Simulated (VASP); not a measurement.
NaCl, 2 atoms in the cell. It takes space group Pm-3m (No. 221, cubic). The conventional cell has a = 2.870 Å, b = 2.870 Å, c = 2.870 Å, α = 90.00°, β = 90.00°, γ = 90.00°. Na (site symmetry m-3m) has 8 Cl at 2.49 Å and 6 Na at 2.87 Å within 3.3 Å. Within 3.3 Å of Cl (site symmetry m-3m) lie 8 Na at 2.49 Å and 6 Cl at 2.87 Å. 

- Program: VASP 6.6.1
- Task: electric field gradients
- Functional: PBE
- Potentials or basis: VASP PAW PBE potentials, release 64 (Na_pv, Cl)
- Cutoff: 400 eV
- k mesh: 8 × 8 × 8
- Occupations: fermi-dirac, width 0.02 eV
- Spin: no spin polarisation
- Dipole correction: no
- Further INCAR settings: ALGO = Normal; EDIFF = 1e-08; NBANDS = 14

Potentials or basis: VASP PAW PBE potentials, release 64 (Na_pv, Cl).

Run with:

```bash
$ cat potpaw_PBE.64/Na_pv/POTCAR potpaw_PBE.64/Cl/POTCAR > POTCAR
$ mpirun -np 1 vasp_std > vasp.out
```

Hardware: 1 thread of AMD EPYC 7571, with other jobs on the host.

Problem. Estimate the wall time of this run.

Solution. Run time: 19 s on 1 thread of AMD EPYC 7571 (shared host), peak memory 0.09 GiB. Counts: scf iterations 15, k points 35.
